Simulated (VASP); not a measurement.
Write the native input for VASP 6.6.1 that does the following.

```
Task                               : G0W0 quasiparticle levels
Functional                         : HSE06
Potentials or basis                : VASP PAW PBE potentials, release 64 (Si_GW)
Cutoff                             : 500 eV
k mesh                             : 4 × 4 × 4
Occupations                        : gaussian, width 0.01 eV
Spin                               : no spin polarisation
Dipole correction                  : no
GW scheme                          : G0W0
GW iterations                      : 1
Cutoff of the response function    : 60
Frequency points                   : 48
Empty bands                        : 30
Grid for exact exchange (PRECFOCK) : Fast
Further INCAR settings             : ALGO = EVGW0; EDIFF = 1e-08; NBANDS = 34
Share of exact exchange            : 0.25
Screening parameter                : 0.2 1/Å
```

The system is Si.

```xyz
2
Lattice="0.0000 2.7221 2.7221 2.7221 0.0000 2.7221 2.7221 2.7221 0.0000" Properties=species:S:1:pos:R:3 pbc="T T T"
Si    1.3611    1.3611    1.3611
Si    0.0000    0.0000    0.0000
```

The input as run:

POSCAR

```
Si
1.0
    0.0000000000      2.7221197381      2.7221197381
    2.7221197381      0.0000000000      2.7221197381
    2.7221197381      2.7221197381      0.0000000000
Si
2
Direct
    0.2500000000      0.2500000000      0.2500000000
    0.0000000000      0.0000000000      0.0000000000
```

INCAR.step1

```
SYSTEM = Si
PREC = Accurate
ENCUT = 500
EDIFF = 1E-5
ISMEAR = 0
SIGMA = 0.02
LREAL = .False.
LASPH = .True.
NELM = 80
ALGO = Normal
ISIF = 2
LWAVE = .True.
LCHARG = .False.
GGA = PE
```

INCAR.step2

```
SYSTEM = Si
PREC = Accurate
ENCUT = 500
EDIFF = 1E-8
ISMEAR = 0
SIGMA = 0.01
LREAL = .False.
LASPH = .True.
NELM = 80
ALGO = Normal
LWAVE = .True.
LCHARG = .False.
GGA = PE
LHFCALC = .True.
HFSCREEN = 0.2
PRECFOCK = Fast
ISTART = 1
```

INCAR.step3

```
SYSTEM = Si
PREC = Accurate
ENCUT = 500
EDIFF = 1E-8
ISMEAR = 0
SIGMA = 0.01
LREAL = .False.
LASPH = .True.
NELM = 1
ALGO = Exact
LWAVE = .True.
LCHARG = .False.
GGA = PE
LHFCALC = .True.
HFSCREEN = 0.2
PRECFOCK = Fast
ISTART = 1
NBANDS = 34
LOPTICS = .True.
```

INCAR.step4

```
SYSTEM = Si
PREC = Accurate
ENCUT = 500
EDIFF = 1E-8
ISMEAR = 0
SIGMA = 0.01
LREAL = .False.
LASPH = .True.
ALGO = EVGW0
LWAVE = .False.
LCHARG = .False.
GGA = PE
LHFCALC = .True.
HFSCREEN = 0.2
PRECFOCK = Fast
ISTART = 1
NELMGW = 1
NBANDS = 34
ENCUTGW = 60.0
NOMEGA = 48
NBANDSGW = 12
```

KPOINTS

```
regular mesh
0
Gamma
  4 4 4
  0 0 0
```

Potentials or basis: VASP PAW PBE potentials, release 64 (Si_GW).

Run with:

```console
$ cat potpaw_PBE.64/Si_GW/POTCAR > POTCAR
$ cp INCAR.step1 INCAR
$ mpirun -np 1 vasp_std > vasp.out
$ cp INCAR.step2 INCAR
$ mpirun -np 1 vasp_std > vasp.out
$ cp INCAR.step3 INCAR
$ mpirun -np 1 vasp_std > vasp.out
$ cp INCAR.step4 INCAR
$ mpirun -np 1 vasp_std > vasp.out
```

It gave:

- Quasiparticle gap: 1.25 eV
- Least direct quasiparticle gap: 3.39 eV
- Band gap of the starting levels on the mesh: 1.35 eV
- Least direct gap of the starting levels on the mesh: 3.36 eV

Caveat: the k points lie up to 0.50 Å⁻¹ apart; bands, screening cutoff and mesh are small and nothing is extrapolated, so the quasiparticle values aren't converged.

It took 20 min on 1 thread of Intel Xeon 8259CL, on a shared host, peak memory 0.59 GiB.
